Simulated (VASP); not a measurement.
# Cu (Pm-3m) in VASP: settings compared

The runs below take Cu through single point, with PBE, HSE06.

Program: VASP 6.6.1. These are calculated values, not measurements. Logs are shortened: lines on timing, memory, paths and dates and some standing lists are left out, and cuts for length are marked.

## Step 1: The cell of the first run

It takes space group Pm-3m (No. 221, cubic). Conventional cell: a = 2.499 Å, b = 2.499 Å, c = 2.499 Å, α = 90.00°, β = 90.00°, γ = 90.00°. Cu (site symmetry m-3m) has 6 Cu at 2.50 Å within 3.3 Å.

## Step 2: Single point, PBE (volume scaled by 1.12)

INCAR

```
SYSTEM = Cu
PREC = Accurate
ENCUT = 520
EDIFF = 1E-6
ISMEAR = -1
SIGMA = 0.1
LREAL = .False.
LASPH = .True.
NELM = 100
ALGO = Normal
ISIF = 2
LWAVE = .False.
LCHARG = .True.
GGA = PE
LELF = .True.
LVHAR = .True.
NBANDS = 12
```

KPOINTS

```
Automatic mesh
0
Gamma
  21 21 21
  0 0 0
```

POSCAR

```
Cu
1.0
    2.4994048754      0.0000000000      0.0000000000
    0.0000000000      2.4994048754      0.0000000000
    0.0000000000      0.0000000000      2.4994048754
Cu
1
Direct
    0.0000000000      0.0000000000      0.0000000000
```

Potentials or basis: VASP PAW PBE potentials, release 64 (Cu).

Command:

```bash
> cat potpaw_PBE.64/Cu/POTCAR > POTCAR
> mpirun -np 1 vasp_std > vasp.out
```

OUTCAR:

```text
SYSTEM = Cu
   PREC = Accurate
   ENCUT = 520
   EDIFF = 1E-6
   ISMEAR = -1
   LREAL = .False.
   LASPH = .True.
   NELM = 100
   ISIF = 2
   GGA = PE

 ion  position               nearest neighbor table
   1  0.000  0.000  0.000-

  LATTYP: Found a simple cubic cell.
 ALAT       =     2.4994048754

  Lattice vectors:

 A1 = (   2.4994048754,   0.0000000000,   0.0000000000)
 A2 = (   0.0000000000,   2.4994048754,   0.0000000000)
 A3 = (   0.0000000000,   0.0000000000,   2.4994048754)

Analysis of symmetry for initial positions (statically):
=====================================================================
 Subroutine PRICEL returns:
 Original cell was already a primitive cell.

 Routine SETGRP: Setting up the symmetry group for a
 simple cubic supercell.

 Subroutine GETGRP returns: Found 48 space group operations
 (whereof 48 operations were pure point group operations)
 out of a pool of 48 trial point group operations.

The static configuration has the point symmetry O_h .

Analysis of symmetry for dynamics (positions and initial velocities):
=====================================================================
 Subroutine PRICEL returns:
 Original cell was already a primitive cell.

 Routine SETGRP: Setting up the symmetry group for a
 simple cubic supercell.

 Subroutine GETGRP returns: Found 48 space group operations
 (whereof 48 operations were pure point group operations)
 out of a pool of 48 trial point group operations.

The dynamic configuration has the point symmetry O_h .

 Subroutine INISYM returns: Found 48 space group operations
 (whereof 48 operations are pure point group operations),
 and found     1 'primitive' translations

----------------------------------------------------------------------------------------

                                     Primitive cell

  volume of cell :      15.6138

  direct lattice vectors                    reciprocal lattice vectors
     2.499404875  0.000000000  0.000000000     0.400095243  0.000000000  0.000000000
     0.000000000  2.499404875  0.000000000     0.000000000  0.400095243  0.000000000
     0.000000000  0.000000000  2.499404875     0.000000000  0.000000000  0.400095243

  length of vectors
     2.499404875  2.499404875  2.499404875     0.400095243  0.400095243  0.400095243

  position of ions in fractional coordinates (direct lattice)
     0.000000000  0.000000000  0.000000000

  ion indices of the primitive-cell ions
   primitive index   ion index
                 1           1

----------------------------------------------------------------------------------------

 KPOINTS: Automatic mesh

Automatic generation of k-mesh.
 Grid dimensions read from file:
 generate k-points for:   21   21   21

 Generating k-lattice:

  Cartesian coordinates                     Fractional coordinates (reciprocal lattice)
     0.019052154  0.000000000  0.000000000     0.047619048  0.000000000  0.000000000
     0.000000000  0.019052154  0.000000000     0.000000000  0.047619048  0.000000000
     0.000000000  0.000000000  0.019052154     0.000000000  0.000000000  0.047619048

  Length of vectors
     0.019052154  0.019052154  0.019052154

  Shift w.r.t. Gamma in fractional coordinates (k-lattice)
     0.000000000  0.000000000  0.000000000

 Subroutine IBZKPT returns following result:
 ===========================================

 Found    286 irreducible k-points:

 Following reciprocal coordinates:
            Coordinates               Weight
  0.000000  0.000000  0.000000      1.000000
  0.047619  0.000000  0.000000      6.000000
  0.095238  0.000000  0.000000      6.000000
  0.142857  0.000000  0.000000      6.000000
  0.190476  0.000000  0.000000      6.000000
  0.238095  0.000000  0.000000      6.000000
[... 16 lines left out ...]
  0.142857  0.095238  0.000000     24.000000
  0.190476  0.095238  0.000000     24.000000
 [... further k-points ...]
   k-points           NKPTS =    286   k-points in BZ     NKDIM =    286   number of bands    NBANDS=     12
   number of dos      NEDOS =    301   number of ions     NIONS =      1
   total plane-waves  NPLWV =   8000
   dimension x,y,z NGX =    20 NGY =   20 NGZ =   20
   dimension x,y,z NGXF=    40 NGYF=   40 NGZF=   40
   ions per type =               1
   NGX,Y,Z   is equivalent  to a cutoff of  13.30, 13.30, 13.30 a.u.
   NGXF,Y,Z  is equivalent  to a cutoff of  26.61, 26.61, 26.61 a.u.
 SYSTEM =  Cu
   PREC   = accura    normal or accurate (medium, high low for compatibility)
   ISTART =      0    job   : 0-new  1-cont  2-samecut
   ICHARG =      2    charge: 1-file 2-atom 10-const
   ISPIN  =      1    spin polarized calculation?
   LNONCOLLINEAR =      F non collinear calculations
   LSORBIT =      F    spin-orbit coupling
   LASPH  =      T    aspherical Exc in radial PAW
   ENCUT  =  520.0 eV  38.22 Ry    6.18 a.u.   4.65  4.65  4.65*2*pi/ulx,y,z
   NELM   =    100;   NELMIN=  2; NELMDL= -5     # of ELM steps
   EDIFF  = 0.1E-05   stopping-criterion for ELM
   LREAL  =      F    real-space projection
   EDIFFG = 0.1E-04   stopping-criterion for IOM
   NSW    =      0    number of steps for IOM
   IBRION =     -1    ionic relax: 0-MD 1-quasi-New 2-CG
   NFREE  =      0    steps in history (QN), initial steepest desc. (CG)
   ISIF   =      2    stress and relaxation
   ISYM   =      2    0-nonsym 1-usesym 2-fastsym
   POTIM  = 0.5000    time-step for ionic-motion
   TEBEG  =    0.0;   TEEND  =   0.0 temperature during run
   PSTRESS=    0.0 pullay stress
   NELECT =      11.0000    total number of electrons
   NUPDOWN=      -1.0000    fix difference up-down
   EMIN   =  10.00;   EMAX   =-10.00  energy-range for DOS
   EFERMI =   0.00;   METHOD = LEGACY
   ISMEAR =    -1;   SIGMA  =   0.10  broadening in eV -4-tet -1-fermi 0-gaus
   EFERMI_NEDOS =   21; number of points for ismear=-14 and -15
   IALGO  =     38    algorithm
   IMIX   =      4    mixing-type and parameters
     AMIX     =   0.40;   BMIX     =  1.00
     AMIX_MAG =   1.60;   BMIX_MAG =  1.00
  volume/ion in A,a.u.               =      15.61       105.37
  Fermi-wavevector in a.u.,A,eV,Ry     =   1.456697  2.752757 28.871087  2.121965
  Thomas-Fermi vector in A             =   2.573585
   LORBIT       =      0    0 simple, 1 ext, 2 COOP (PROOUT), +10 PAW based schemes
   GGA     = PE    functional components
   LHFCALC =     F    Hartree Fock is set to
   AEXX    =    0.0000 exact exchange contribution
   IVDW    =     0    specifies the selected vdW correction
   LEPSILON=     F    determine dielectric tensor
   LRPA    =     F    only Hartree local field effects (RPA)
 non-spin polarized calculation
  energy-cutoff  :      520.00
  volume of cell :       15.61
 maximum number of plane-waves:       443
 NGX is ok and might be reduce to    20
   NGX =  9   NGY =  9   NGZ =  9

 number of electron      11.0000019 magnetization

 Free energy of the ion-electron system (eV)
  ---------------------------------------------------
  ext. energy  EPLUGINS =         0.00000000
  ---------------------------------------------------
  free energy    TOTEN  =        -3.22326537 eV

  energy without entropy =       -3.21343628  energy(sigma->0) =       -3.21835083

 E-fermi :   4.4505     XC(G=0): -11.1030

 val. band max:        4.4284160720   @ k =   0.2857   0.2857   0.2857
 cond. band min:       4.4572333978   @ k =   0.3810   0.2381   0.1905
 fundamental gap:      0.0288173258
 Fermi energy:         4.4504642980

 k-point     1 :       0.0000    0.0000    0.0000
  band No.  band energies     occupation
      1      -2.8314      2.00000
      2       1.1087      2.00000
      3       1.1087      2.00000
      4       3.1936      1.99999
      5       3.1936      1.99999
      6       3.1936      1.99999
      7      20.7914      0.00000
      8      20.7914      0.00000
      9      20.7914      0.00000
     10      24.0383      0.00000
     11      24.0383      0.00000
     12      27.2343      0.00000

 k-point     2 :       0.0476    0.0000    0.0000
  band No.  band energies     occupation
      1      -2.7745      2.00000
      2       1.1144      2.00000
      3       1.1281      2.00000
      4       3.1785      1.99999
      5       3.1785      1.99999
      6       3.1948      1.99999
      7      19.8494      0.00000
      8      20.8637      0.00000
      9      20.8637      0.00000
     10      24.0672      0.00000
     11      24.7550      0.00000
     12      27.5722      0.00000

 k-point     3 :       0.0952    0.0000    0.0000
  band No.  band energies     occupation
      1      -2.6049      2.00000
      2       1.1311      2.00000
      3       1.1859      2.00000
      4       3.1348      2.00000
      5       3.1348      2.00000
      6       3.1983      1.99999
      7      18.1291      0.00000
      8      21.0787      0.00000
      9      21.0787      0.00000
     10      24.1542      0.00000
     11      25.5948      0.00000
     12      28.7887      0.00000
[... 286 lines left out ...]
 k-point    23 :       0.1429    0.0952    0.0000
  band No.  band energies     occupation
      1      -2.1030      2.00000
      2       1.2147      2.00000
      3       1.3255      2.00000
      4       3.0060      2.00000
      5       3.0713      2.00000
      6       3.1484      2.00000
      7      16.4893      0.00000
      8      18.7534      0.00000
      9      21.7163      0.00000
     10      25.1527      0.00000
     11      28.1933      0.00000
     12      30.9563      0.00000

 k-point    24 :       0.1905    0.0952    0.0000
  band No.  band energies     occupation
      1      -1.7268      2.00000
      2       1.2513      2.00000
      3       1.4536      2.00000
      4       2.9224      2.00000
      5       2.9882      2.00000
      6       3.1558      2.00000
      7      14.7065      0.00000
      8      19.1469      0.00000
      9      22.1971      0.00000
     10      25.3843      0.00000
     11      28.5683      0.00000
     12      32.6731      0.00000

 [... further k-points ...]

------------------------ aborting loop because EDIFF is reached ----------------------------------------

  FORCE on cell =-STRESS in cart. coord.  units (eV):
  Direction    XX          YY          ZZ          XY          YZ          ZX
  --------------------------------------------------------------------------------------
  -------------------------------------------------------------------------------------
  Total       -0.7667895     -0.7667895     -0.7667895      0.0000000      0.0000000      0.0000000
  in kB      -78.6822774    -78.6822774    -78.6822774      0.0000000      0.0000000      0.0000000
  external PRESSURE =     -78.6822774 kB  Pullay stress =       0.0000000 kB

 VOLUME and BASIS-vectors are now :
 -----------------------------------------------------------------------------
  energy-cutoff  :      520.00
  volume of cell :       15.61
      direct lattice vectors                 reciprocal lattice vectors
     2.499404875  0.000000000  0.000000000     0.400095243  0.000000000  0.000000000
     0.000000000  2.499404875  0.000000000     0.000000000  0.400095243  0.000000000
     0.000000000  0.000000000  2.499404875     0.000000000  0.000000000  0.400095243

 POSITION                                       TOTAL-FORCE (eV/Angst)
 -----------------------------------------------------------------------------------
      0.00000      0.00000      0.00000         0.000000      0.000000      0.000000
 -----------------------------------------------------------------------------------
    total drift:                                0.000000      0.000000      0.000000

  FREE ENERGIE OF THE ION-ELECTRON SYSTEM (eV)
  ---------------------------------------------------
  free  energy   TOTEN  =        -3.2232653694 eV

  energy  without entropy=       -3.2134362806  energy(sigma->0) =       -3.21835083
```

Wall time 15 s (1 thread of Intel Xeon 6975P-C (Granite Rapids), shared host); peak memory 0.16 GiB.

Results:

| Quantity | Value |
| --- | --- |
| Free energy | -3.2233 eV |
| Pressure | -7.9 GPa |

Caveat: the cell differs from its parent crystal (volume scaled by 1.12).

## Step 3: Single point, PBE

This run uses another cell than the first one, of 13.94 Å³/atom, 0.893 times its volume.

INCAR

```
SYSTEM = Cu
  PREC = Accurate
  ENCUT = 520
  EDIFF = 1E-7
  ISMEAR = -1
  SIGMA = 0.1
  LREAL = .FALSE.
  LASPH = .TRUE.
  NELM = 80
  ALGO = Normal
  ISIF = 2
  LWAVE = .FALSE.
  LCHARG = .FALSE.
  GGA = PE
  NBANDS = 12
```

KPOINTS

```
Automatic mesh
0
G
  7 7 7
  0 0 0
```

POSCAR

```
Cu
1.0
    2.4067479197      0.0000000000      0.0000000000
    0.0000000000      2.4067479197      0.0000000000
    0.0000000000      0.0000000000      2.4067479197
Cu
1
Direct
    0.0000000000      0.0000000000      0.0000000000
```

Potentials or basis: VASP PAW PBE potentials, release 64 (Cu).

Command:

```bash
> cat potpaw_PBE.64/Cu/POTCAR > POTCAR
> mpirun -np 1 vasp_std > vasp.out
```

Wall time 3.1 s (1 thread of Intel Xeon Platinum 8488C (Sapphire Rapids), shared host); peak memory 0.11 GiB.

The run converged. Its results:

| Property | Result |
| --- | --- |
| Free energy | -3.2657 eV |
| Pressure | 0.2 GPa |

Levels at points of the mesh, in eV from the Fermi level:
```tsv
k point	band 4	band 5	band 6	band 7	band 8	band 9
(0.00, 0.00, 0.00)	-1.32	-1.32	-1.32	17.51	17.51	17.51
```

Caveat: the k points lie up to 0.37 Å⁻¹ apart.

## Step 4: Single point, HSE06

This run uses another cell than the first one, of 13.94 Å³/atom, 0.893 times its volume.

POSCAR is that of step 3.

INCAR.step1

```
SYSTEM = Cu
  PREC = Accurate
  ENCUT = 520
  EDIFF = 1E-5
  ISMEAR = -1
  SIGMA = 0.1
  LREAL = .FALSE.
  LASPH = .TRUE.
  NELM = 100
  ALGO = Normal
  ISIF = 2
  LWAVE = .TRUE.
  LCHARG = .FALSE.
  NBANDS = 12
  GGA = PE
```

INCAR.step2

```
SYSTEM = Cu
  PREC = Accurate
  ENCUT = 520
  EDIFF = 1E-6
  ISMEAR = -1
  SIGMA = 0.1
  LREAL = .FALSE.
  LASPH = .TRUE.
  NELM = 100
  ALGO = Normal
  ISIF = 2
  LWAVE = .FALSE.
  LCHARG = .FALSE.
  GGA = PE
  LHFCALC = .TRUE.
  HFSCREEN = 0.2079
  PRECFOCK = Normal
  NBANDS = 12
  ISTART = 1
```

KPOINTS is that of step 3.

Potentials or basis: VASP PAW PBE potentials, release 64 (Cu).

Command:

```bash
> cat potpaw_PBE.64/Cu/POTCAR > POTCAR
> cp INCAR.step1 INCAR
> mpirun -np 1 vasp_std > vasp.out
> cp INCAR.step2 INCAR
> mpirun -np 1 vasp_std > vasp.out
```

OUTCAR:

```text
SYSTEM = Cu
   PREC = Accurate
   ENCUT = 520
   EDIFF = 1E-6
   ISMEAR = -1
   LREAL = .FALSE.
   LASPH = .TRUE.
   NELM = 100
   ISIF = 2
   GGA = PE
   LHFCALC = .TRUE.
   HFSCREEN = 0.2079
   PRECFOCK = Normal
   ISTART = 1

 ion  position               nearest neighbor table
   1  0.000  0.000  0.000-

  LATTYP: Found a simple cubic cell.
 ALAT       =     2.4067479197

  Lattice vectors:

[... 481 lines left out ...]
      9      19.0369      0.00000
     10      22.7133      0.00000
     11      22.7133      0.00000
     12      24.5816      0.00000

------------------------ aborting loop because EDIFF is reached ----------------------------------------

  FORCE on cell =-STRESS in cart. coord.  units (eV):
  Direction    XX          YY          ZZ          XY          YZ          ZX
  --------------------------------------------------------------------------------------
  -------------------------------------------------------------------------------------
  Total       -0.0505965     -0.0505965     -0.0505965      0.0000000      0.0000000     -0.0000000
  in kB       -5.8148632     -5.8148632     -5.8148632      0.0000000      0.0000000     -0.0000000
  external PRESSURE =      -5.8148632 kB  Pullay stress =       0.0000000 kB

 VOLUME and BASIS-vectors are now :
 -----------------------------------------------------------------------------
  energy-cutoff  :      520.00
  volume of cell :       13.94
      direct lattice vectors                 reciprocal lattice vectors
     2.406747920  0.000000000  0.000000000     0.415498437  0.000000000  0.000000000
     0.000000000  2.406747920  0.000000000     0.000000000  0.415498437  0.000000000
     0.000000000  0.000000000  2.406747920     0.000000000  0.000000000  0.415498437

 POSITION                                       TOTAL-FORCE (eV/Angst)
 -----------------------------------------------------------------------------------
      0.00000      0.00000      0.00000         0.000000      0.000000      0.000000
 -----------------------------------------------------------------------------------
    total drift:                               -0.000001     -0.000000     -0.000000

  FREE ENERGIE OF THE ION-ELECTRON SYSTEM (eV)
  ---------------------------------------------------
  free  energy   TOTEN  =        -3.2140561280 eV

  energy  without entropy=       -3.2088282665  energy(sigma->0) =       -3.21144220
```

Run time: 4.9 min. Hardware: 1 thread of Intel Xeon Platinum 8488C (Sapphire Rapids), shared host; peak memory 0.21 GiB.

Results:

```yaml
Free_energy: -3.2141 eV
Pressure: -0.6 GPa
```

Levels at points of the mesh, in eV from the Fermi level:
```tsv
k point	band 4	band 5	band 6	band 7	band 8	band 9
(0.00, 0.00, 0.00)	-2.64	-2.64	-2.64	18.92	18.92	18.92
```

Caveat: the k points lie up to 0.37 Å⁻¹ apart; the PAW data sets were made with another functional, which shifts forces and pressure a little.

## Step 5: The runs side by side

```tsv
level	cell	k mesh	grid for exact exchange (PRECFOCK)	screening parameter	gap on the mesh (eV)	pressure (GPa)
PBE	a = 2.499 Å, 1 atom	21 × 21 × 21	-	-	none	-7.9
PBE	a = 2.407 Å, 1 atom	7 × 7 × 7	-	-	none	0.2
HSE06	a = 2.407 Å, 1 atom	7 × 7 × 7	Normal	0.2079 1/Å	none	-0.6
```

Alike in all rows: task single point; potentials or basis VASP PAW PBE potentials, release 64 (Cu); no spin polarisation; cutoff (eV) 520; smearing fermi-dirac 0.1 eV.

Caveats: some runs use coarse meshes; the PAW data sets were made with another functional, which shifts forces and pressure a little (some runs).

Absolute energies hang on the potentials; compare differences alone.
